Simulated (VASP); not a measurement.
# PrHRh3 (P4/mmm) in VASP: further runs

Runs on PrHRh3. Level: PBE. Tasks: single point, relaxation of cell and atoms.

Program: VASP 6.6.1. These are calculated values, not measurements. Logs are shortened: lines on timing, memory, paths and dates and some standing lists are left out, and cuts for length are marked.

## Step 1: The cell of the first run

It takes space group P4/mmm (No. 123, tetragonal). The conventional cell has a = 3.524 Å, b = 3.524 Å, c = 6.139 Å, α = 90.00°, β = 90.00°, γ = 90.00°. Pr (site symmetry 4/mmm) has 4 H at 2.49 Å and 10 Rh at 3.07 to 3.09 Å within 3.3 Å. H (site symmetry 4/mmm) has 2 Rh at 1.83 Å and 4 Pr at 2.49 Å within 2.5 Å. Within 3.7 Å of Rh (site symmetry 4/mmm) lie 12 Rh at 2.78 to 3.52 Å and 2 Pr at 3.07 Å. Rh (site symmetry 4mm) has 1 H at 1.83 Å and 1 Rh at 2.48 Å within 2.5 Å.

The cell was generated, and may not be a known phase.

## Step 2: Single point, PBE, collinear spin, ferromagnetic start

The input, INCAR:

```
ALGO = Normal
EDIFF = 1E-7
ENCUT = 520
GGA = PE
ISIF = 2
ISMEAR = 0
ISPIN = 2
LASPH = T
LCHARG = T
LELF = T
LMAXMIX = 6
LORBIT = 11
LREAL = F
LVHAR = T
LWAVE = F
MAGMOM = 0 0 1 1 1
NBANDS = 42
NELM = 150
PREC = Accurate
SIGMA = 0.1
```

The input, KPOINTS:

```
k-points
0
Gamma
  6 6 4
```

The input, POSCAR:

```
PrHRh3
1.0
    3.5242147169      0.0000000000      0.0000000000
    0.0000000000      3.5242147169      0.0000000000
    0.0000000000      0.0000000000      6.1387526395
Pr H Rh
1 1 3
Direct
    0.5000000000      0.5000000000      0.5000000000
    0.0000000000      0.0000000000      0.5000000000
    0.5000000000      0.5000000000      0.0000000000
    0.0000000000      0.0000000000      0.7979224083
    0.0000000000      0.0000000000      0.2020775917
```

Potentials or basis: VASP PAW PBE potentials, release 64 (Pr, H, Rh_pv).

Started as:

```sh
cat potpaw_PBE.64/Pr/POTCAR potpaw_PBE.64/H/POTCAR potpaw_PBE.64/Rh_pv/POTCAR > POTCAR
mpirun -np 1 vasp_std > vasp.out
```

OUTCAR:

```text
EDIFF = 1E-7
   ENCUT = 520
   GGA = PE
   ISIF = 2
   ISMEAR = 0
   ISPIN = 2
   LASPH = T
   LORBIT = 11
   LREAL = F
   NELM = 150
   PREC = Accurate

 ion  position               nearest neighbor table
   1  0.500  0.500  0.500-   3 3.07   3 3.07   5 3.09   4 3.09   4 3.09   5 3.09   4 3.09   5 3.09
                             4 3.09   5 3.09
   2  0.000  0.000  0.500-   4 1.83   5 1.83
   3  0.500  0.500  0.000-   4 2.78   5 2.78   4 2.78   5 2.78   4 2.78   5 2.78   4 2.78   5 2.78
                             1 3.07   1 3.07
   4  0.000  0.000  0.798-   2 1.83   5 2.48   3 2.78   3 2.78   3 2.78   3 2.78   1 3.09   1 3.09
                             1 3.09   1 3.09
   5  0.000  0.000  0.202-   2 1.83   4 2.48   3 2.78   3 2.78   3 2.78   3 2.78   1 3.09   1 3.09
                             1 3.09   1 3.09

  LATTYP: Found a simple tetragonal cell.
 ALAT       =     3.5242147169
 C/A-ratio  =     1.7418781580

  Lattice vectors:

 A1 = (   3.5242147169,   0.0000000000,   0.0000000000)
 A2 = (   0.0000000000,   3.5242147169,   0.0000000000)
 A3 = (   0.0000000000,   0.0000000000,   6.1387526395)

Analysis of symmetry for initial positions (statically):
=====================================================================
 Subroutine PRICEL returns:
 Original cell was already a primitive cell.

 Routine SETGRP: Setting up the symmetry group for a
 simple tetragonal supercell.

 Subroutine GETGRP returns: Found 16 space group operations
 (whereof 16 operations were pure point group operations)
 out of a pool of 16 trial point group operations.

The static configuration has the point symmetry D_4h.

Analysis of symmetry for dynamics (positions and initial velocities):
=====================================================================
 Subroutine PRICEL returns:
 Original cell was already a primitive cell.

 Routine SETGRP: Setting up the symmetry group for a
 simple tetragonal supercell.

 Subroutine GETGRP returns: Found 16 space group operations
 (whereof 16 operations were pure point group operations)
 out of a pool of 16 trial point group operations.

The dynamic configuration has the point symmetry D_4h.

Analysis of structural, dynamic, and magnetic symmetry:
=====================================================================
 Subroutine PRICEL returns:
 Original cell was already a primitive cell.

 Routine SETGRP: Setting up the symmetry group for a
 simple tetragonal supercell.

 Subroutine GETGRP returns: Found 16 space group operations
 (whereof 16 operations were pure point group operations)
 out of a pool of 16 trial point group operations.

The overall configuration has the point symmetry D_4h.

 Subroutine INISYM returns: Found 16 space group operations
 (whereof 16 operations are pure point group operations),
 and found     1 'primitive' translations

----------------------------------------------------------------------------------------

                                     Primitive cell

  volume of cell :      76.2439

  direct lattice vectors                    reciprocal lattice vectors
     3.524214717  0.000000000  0.000000000     0.283751156  0.000000000  0.000000000
     0.000000000  3.524214717  0.000000000     0.000000000  0.283751156  0.000000000
     0.000000000  0.000000000  6.138752639     0.000000000  0.000000000  0.162899543

  length of vectors
     3.524214717  3.524214717  6.138752639     0.283751156  0.283751156  0.162899543

  position of ions in fractional coordinates (direct lattice)
     0.500000000  0.500000000  0.500000000
     0.000000000  0.000000000  0.500000000
     0.500000000  0.500000000  0.000000000
     0.000000000  0.000000000  0.797922408
     0.000000000  0.000000000  0.202077592

  ion indices of the primitive-cell ions
   primitive index   ion index
                 1           1
                 2           2
                 3           3
                 4           4
                 5           5

----------------------------------------------------------------------------------------

 KPOINTS: k-points

Automatic generation of k-mesh.
 Grid dimensions read from file:
 generate k-points for:    6    6    4

 Generating k-lattice:

  Cartesian coordinates                     Fractional coordinates (reciprocal lattice)
     0.047291859  0.000000000  0.000000000     0.166666667  0.000000000  0.000000000
     0.000000000  0.047291859  0.000000000     0.000000000  0.166666667  0.000000000
     0.000000000  0.000000000  0.040724886     0.000000000  0.000000000  0.250000000

  Length of vectors
     0.047291859  0.047291859  0.040724886

  Shift w.r.t. Gamma in fractional coordinates (k-lattice)
     0.000000000  0.000000000  0.000000000

 Subroutine IBZKPT returns following result:
 ===========================================

 Found     30 irreducible k-points:

 Following reciprocal coordinates:
            Coordinates               Weight
  0.000000  0.000000  0.000000      1.000000
  0.166667  0.000000  0.000000      4.000000
  0.333333  0.000000  0.000000      4.000000
  0.500000  0.000000  0.000000      2.000000
  0.166667  0.166667  0.000000      4.000000
  0.333333  0.166667  0.000000      8.000000
[... 16 lines left out ...]
  0.333333  0.000000  0.500000      4.000000
  0.500000  0.000000  0.500000      2.000000
 [... further k-points ...]
   k-points           NKPTS =     30   k-points in BZ     NKDIM =     30   number of bands    NBANDS=     42
   number of dos      NEDOS =    301   number of ions     NIONS =      5
   total plane-waves  NPLWV =  37632
   dimension x,y,z NGX =    28 NGY =   28 NGZ =   48
   dimension x,y,z NGXF=    56 NGYF=   56 NGZF=   96
   ions per type =               1   1   3
   NGX,Y,Z   is equivalent  to a cutoff of  13.21, 13.21, 13.00 a.u.
   NGXF,Y,Z  is equivalent  to a cutoff of  26.42, 26.42, 26.00 a.u.
 SYSTEM =  unknown system
   PREC   = accura    normal or accurate (medium, high low for compatibility)
   ISTART =      0    job   : 0-new  1-cont  2-samecut
   ICHARG =      2    charge: 1-file 2-atom 10-const
   ISPIN  =      2    spin polarized calculation?
   LNONCOLLINEAR =      F non collinear calculations
   LSORBIT =      F    spin-orbit coupling
   LASPH  =      T    aspherical Exc in radial PAW
   ENCUT  =  520.0 eV  38.22 Ry    6.18 a.u.   6.55  6.55 11.41*2*pi/ulx,y,z
   NELM   =    150;   NELMIN=  2; NELMDL= -5     # of ELM steps
   EDIFF  = 0.1E-06   stopping-criterion for ELM
   LREAL  =      F    real-space projection
   EDIFFG = 0.1E-05   stopping-criterion for IOM
   NSW    =      0    number of steps for IOM
   IBRION =     -1    ionic relax: 0-MD 1-quasi-New 2-CG
   NFREE  =      0    steps in history (QN), initial steepest desc. (CG)
   ISIF   =      2    stress and relaxation
   ISYM   =      2    0-nonsym 1-usesym 2-fastsym
   POTIM  = 0.5000    time-step for ionic-motion
   TEBEG  =    0.0;   TEEND  =   0.0 temperature during run
   PSTRESS=    0.0 pullay stress
   NELECT =      59.0000    total number of electrons
   NUPDOWN=      -1.0000    fix difference up-down
   EMIN   =  10.00;   EMAX   =-10.00  energy-range for DOS
   EFERMI =   0.00;   METHOD = LEGACY
   ISMEAR =     0;   SIGMA  =   0.10  broadening in eV -4-tet -1-fermi 0-gaus
   EFERMI_NEDOS =   21; number of points for ismear=-14 and -15
   IALGO  =     38    algorithm
   IMIX   =      4    mixing-type and parameters
     AMIX     =   0.40;   BMIX     =  1.00
     AMIX_MAG =   1.60;   BMIX_MAG =  1.00
  volume/ion in A,a.u.               =      15.25       102.90
  Fermi-wavevector in a.u.,A,eV,Ry     =   1.502994  2.840247 30.735434  2.258991
  Thomas-Fermi vector in A             =   2.614162
   LORBIT       =     11    0 simple, 1 ext, 2 COOP (PROOUT), +10 PAW based schemes
   GGA     = PE    functional components
   LHFCALC =     F    Hartree Fock is set to
   AEXX    =    0.0000 exact exchange contribution
   IVDW    =     0    specifies the selected vdW correction
   LEPSILON=     F    determine dielectric tensor
   LRPA    =     F    only Hartree local field effects (RPA)
 spin polarized calculation
 Gauss-broadening in eV      SIGMA  =   0.10
  energy-cutoff  :      520.00
  volume of cell :       76.24
 maximum number of plane-waves:      2071
 NGX is ok and might be reduce to    28
   NGX = 13   NGY = 13   NGZ = 23

 number of electron      58.9999990 magnetization      -0.0077033

 number of electron      58.9999994 magnetization       0.0395790

 Free energy of the ion-electron system (eV)
  ---------------------------------------------------
  ext. energy  EPLUGINS =         0.00000000
  ---------------------------------------------------
  free energy    TOTEN  =       -31.59818709 eV

  energy without entropy =      -31.54345477  energy(sigma->0) =      -31.57082093

 E-fermi :   8.8342     XC(G=0): -12.3857

 val. band max:        8.8329762229   @ k =   0.3333   0.3333   0.0000
 cond. band min:       8.8363601737   @ k =   0.5000   0.0000   0.0000
 fundamental gap:      0.0033839508
 Fermi energy:         8.8341641672

 spin component 1

 k-point     1 :       0.0000    0.0000    0.0000
  band No.  band energies     occupation
      1     -37.5973      1.00000
      2     -37.2294      1.00000
      3     -37.2199      1.00000
      4     -37.2199      1.00000
      5     -37.1354      1.00000
      6     -37.0759      1.00000
[... 33 lines left out ...]
     40      13.8461      0.00000
     41      13.8461      0.00000

 k-point     2 :       0.1667    0.0000    0.0000
  band No.  band energies     occupation
      1     -37.6031      1.00000
      2     -37.2388      1.00000
      3     -37.2051      1.00000
      4     -37.2030      1.00000
      5     -37.1523      1.00000
      6     -37.0755      1.00000
[... 957 lines left out ...]
     40      11.3327      0.00000
     41      13.0478      0.00000

 k-point    24 :       0.5000    0.0000    0.5000
  band No.  band energies     occupation
      1     -37.6090      1.00000
      2     -37.2725      1.00000
      3     -37.1790      1.00000
      4     -37.1405      1.00000
      5     -37.1199      1.00000
      6     -37.0749      1.00000
[... 33 lines left out ...]
     40      10.3958      0.00000
     41      11.3115      0.00000

 [... further k-points ...]

 spin component 2

 k-point     1 :       0.0000    0.0000    0.0000
  band No.  band energies     occupation
      1     -37.5879      1.00000
      2     -37.2215      1.00000
      3     -37.2146      1.00000
      4     -37.2146      1.00000
      5     -37.1268      1.00000
      6     -37.0728      1.00000
[... 33 lines left out ...]
     40      13.7894      0.00000
     41      13.7894      0.00000

 k-point     2 :       0.1667    0.0000    0.0000
  band No.  band energies     occupation
      1     -37.5937      1.00000
      2     -37.2316      1.00000
      3     -37.2000      1.00000
      4     -37.1979      1.00000
      5     -37.1438      1.00000
      6     -37.0724      1.00000
[... 957 lines left out ...]
     40      11.3697      0.00000
     41      12.9774      0.00000

 k-point    24 :       0.5000    0.0000    0.5000
  band No.  band energies     occupation
      1     -37.5997      1.00000
      2     -37.2666      1.00000
      3     -37.1695      1.00000
      4     -37.1374      1.00000
      5     -37.1168      1.00000
      6     -37.0718      1.00000
[... 33 lines left out ...]
     40      10.5098      0.00000
     41      11.2688      0.00000

 [... further k-points ...]

 [bands above 41 left out]

------------------------ aborting loop because EDIFF is reached ----------------------------------------

  FORCE on cell =-STRESS in cart. coord.  units (eV):
  Direction    XX          YY          ZZ          XY          YZ          ZX
  --------------------------------------------------------------------------------------
  -------------------------------------------------------------------------------------
  Total       -2.7481260     -2.7481260     -2.3879654      0.0000000     -0.0000000     -0.0000000
  in kB      -57.7487212    -57.7487212    -50.1803589      0.0000000     -0.0000000     -0.0000000
  external PRESSURE =     -55.2259338 kB  Pullay stress =       0.0000000 kB

 VOLUME and BASIS-vectors are now :
 -----------------------------------------------------------------------------
  energy-cutoff  :      520.00
  volume of cell :       76.24
      direct lattice vectors                 reciprocal lattice vectors
     3.524214717  0.000000000  0.000000000     0.283751156  0.000000000  0.000000000
     0.000000000  3.524214717  0.000000000     0.000000000  0.283751156  0.000000000
     0.000000000  0.000000000  6.138752639     0.000000000  0.000000000  0.162899543

 POSITION                                       TOTAL-FORCE (eV/Angst)
 -----------------------------------------------------------------------------------
      1.76211      1.76211      3.06938         0.000000      0.000000      0.000000
      0.00000      0.00000      3.06938         0.000000      0.000000      0.000000
      1.76211      1.76211      0.00000         0.000000      0.000000      0.000000
      0.00000      0.00000      4.89825         0.000000     -0.000000     -0.664016
      0.00000      0.00000      1.24050        -0.000000     -0.000000      0.664016
 -----------------------------------------------------------------------------------
    total drift:                               -0.000000      0.000000     -0.000000

  FREE ENERGIE OF THE ION-ELECTRON SYSTEM (eV)
  ---------------------------------------------------
  free  energy   TOTEN  =       -31.5981870893 eV

  energy  without entropy=      -31.5434547694  energy(sigma->0) =      -31.57082093

 total charge

# of ion       s       p       d       f       tot
--------------------------------------------------
    1        1.970   5.330   0.605   2.026   9.931
    2        0.538   0.026   0.000   0.000   0.564
    3        0.353   6.182   7.108   0.000  13.644
    4        0.385   6.206   7.191   0.000  13.782
    5        0.385   6.206   7.191   0.000  13.782
--------------------------------------------------
tot          3.631  23.951  22.095   2.026  51.703

 magnetization (x)

# of ion       s       p       d       f       tot
--------------------------------------------------
    1       -0.000  -0.002  -0.003   0.045   0.040
    2        0.000  -0.001   0.000   0.000  -0.001
    3       -0.002   0.000   0.011   0.000   0.009
    4       -0.003  -0.003   0.008   0.000   0.001
    5       -0.003  -0.003   0.008   0.000   0.001
--------------------------------------------------
tot         -0.009  -0.008   0.023   0.045   0.052
```

Wall time 6.9 min (1 thread of Intel Xeon Platinum 8488C (Sapphire Rapids), shared host); peak memory 0.32 GiB.

What came out:

```
Free energy                                           : -31.5982 eV
Pressure                                              : -5.5 GPa
Largest force                                         : 0.664 eV/Å
Net moment                                            : 0.04 μB per cell
Site moments                                          : Pr +0.04; H -0.00; Rh +0.01, +0.00 (each value once) μB
Valence electrons inside the program's atomic spheres : Pr 9.93; H 0.56; Rh 13.64, 13.78 (each value once)
```

Forces in eV/Å, atoms in the order of the input:
```
Pr   0.000  0.000  0.000
H    0.000  0.000  0.000
Rh   0.000  0.000  0.000
Rh   0.000  0.000 -0.664
Rh   0.000  0.000  0.664
```

Levels at points of the mesh, in eV from the Fermi level:
Spin up:
```csv
k point,band 27,band 28,band 29,band 30,band 31,band 32
"(0.00, 0.00, 0.00)",-1.01,-0.94,-0.94,0.11,0.11,0.24
"(0.50, 0.00, 0.00)",-0.72,-0.26,-0.20,0.17,0.26,0.37
"(0.50, 0.50, 0.00)",-0.55,-0.52,-0.30,-0.12,-0.12,0.24
"(0.00, 0.00, 0.50)",-1.02,-1.02,-0.41,0.30,0.32,0.32
"(0.50, 0.00, 0.50)",-0.35,-0.25,0.00,0.18,0.32,0.45
"(0.50, 0.50, 0.50)",-0.55,-0.54,-0.54,-0.54,-0.03,-0.03
```
Spin down:
| k point | band 27 | band 28 | band 29 | band 30 | band 31 | band 32 | band 33 | band 34 |
| --- | --- | --- | --- | --- | --- | --- | --- | --- |
| (0.00, 0.00, 0.00) | -1.01 | -0.93 | -0.88 | -0.21 | 0.27 | 0.38 | 0.38 | 0.45 |
| (0.50, 0.00, 0.00) | -0.73 | -0.19 | 0.00 | 0.15 | 0.22 | 0.36 | 0.43 | 0.55 |
| (0.50, 0.50, 0.00) | -0.55 | -0.53 | -0.36 | -0.23 | 0.14 | 0.34 | 0.34 | 0.45 |
| (0.00, 0.00, 0.50) | -0.93 | -0.93 | -0.43 | -0.06 | -0.05 | 0.47 | 0.47 | 0.56 |
| (0.50, 0.00, 0.50) | -0.52 | -0.27 | 0.24 | 0.43 | 0.46 | 0.51 | 0.51 | 0.62 |
| (0.50, 0.50, 0.50) | -0.57 | -0.57 | -0.56 | -0.54 | -0.20 | 0.25 | 0.31 | 0.42 |

Caveat: the magnetic or orbital state may not be the lowest; the cell stands under tension; the moments typed at the start vanished in this run; spin-orbit coupling is left out, which moves the levels of the heavy elements; semilocal functionals describe open f shells poorly, which spoils levels, moments and volumes. The state reached can hang on the start; a lower one may exist.

(Part 1 of 2 ends here.)
